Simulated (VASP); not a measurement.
Here is a VASP 6.6.1 calculation.

The input INCAR:

```
PREC = Accurate ; ENCUT = 520
EDIFF = 1E-7 ; ISMEAR = 0
SIGMA = 0.1 ; LREAL = F
LASPH = T ; NELM = 80
ALGO = Normal ; ISIF = 2
LWAVE = F ; LCHARG = T
GGA = PS ; LELF = T
LVHAR = T ; NBANDS = 26
```

KPOINTS

```
Automatic mesh
0
Gamma
  6 6 6
```

Contents of POSCAR:

```
Zn2PCl
1.0
    1.8421920293      1.0635900640      5.9733900149
   -1.8421920293      1.0635900640      5.9733900149
    0.0000000000     -2.1271801280      5.9733900149
Zn P Cl
2 1 1
Direct
    0.2311624477      0.2311624477      0.2311624477
    0.7688375523      0.7688375523      0.7688375523
    0.5000000000      0.5000000000      0.5000000000
    0.0000000000      0.0000000000      0.0000000000
```

Potentials or basis: VASP PAW PBE potentials, release 64 (Zn, P, Cl).

Launch:

```bash
$ cat potpaw_PBE.64/Zn/POTCAR potpaw_PBE.64/P/POTCAR potpaw_PBE.64/Cl/POTCAR > POTCAR
$ mpirun -np 1 vasp_std > vasp.out
```

Problem. Estimate the band gap on the k mesh.

Solution. Zero (bands 18 and 19 overlap by 1.35 eV).

Problem. Estimate the pressure.

Solution. 0.3 GPa.

Problem. Estimate the largest force.

Solution. 0.011 eV/Å.

Forces on the atoms (eV/Å):
```
Zn   0.000  0.000 -0.011
Zn   0.000  0.000  0.011
P    0.000  0.000  0.000
Cl   0.000  0.000  0.000
```

Caveat: the PAW data sets were made with another functional, which shifts forces and pressure a little.
